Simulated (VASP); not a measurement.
Here is a VASP 6.6.1 calculation.

INCAR

```
SYSTEM = Ru
PREC = Accurate
ENCUT = 520
EDIFF = 1E-6
ISMEAR = 0
SIGMA = 0.15
LREAL = .FALSE.
LASPH = .TRUE.
NELM = 80
ALGO = Fast
ISIF = 2
LWAVE = .FALSE.
LCHARG = .FALSE.
GGA = PS
NBANDS = 21
```

The input KPOINTS:

```
Automatic mesh
0
G
  21 21 12
  0 0 0
```

File POSCAR:

```
Ru
1.0
    2.7605935015      0.0000000000      0.0000000000
   -1.3802967507      2.3907441019      0.0000000000
    0.0000000000      0.0000000000      4.2949313697
Ru
2
Direct
    0.3333333333      0.6666666667      0.2500000000
    0.6666666667      0.3333333333      0.7500000000
```

Potentials or basis: VASP PAW PBE potentials, release 64 (Ru_pv).

Run with:

```sh
$ cat potpaw_PBE.64/Ru_pv/POTCAR > POTCAR
$ mpirun -np 1 vasp_std > vasp.out
```

**Question.** What does it give for the band gap on the k mesh?

**Answer.** Zero (band 14 reaches 13.33 eV, above the bottom of band 15 at 10.33 eV).

**Question.** Predict the pressure.

**Answer.** -18.4 GPa.

Stress tensor (GPa, compression positive):
```
-19.84   0.00   0.00
  0.00 -19.84   0.00
  0.00   0.00 -15.43
```

Caveat: the PAW data sets were made with another functional, which shifts forces and pressure a little.
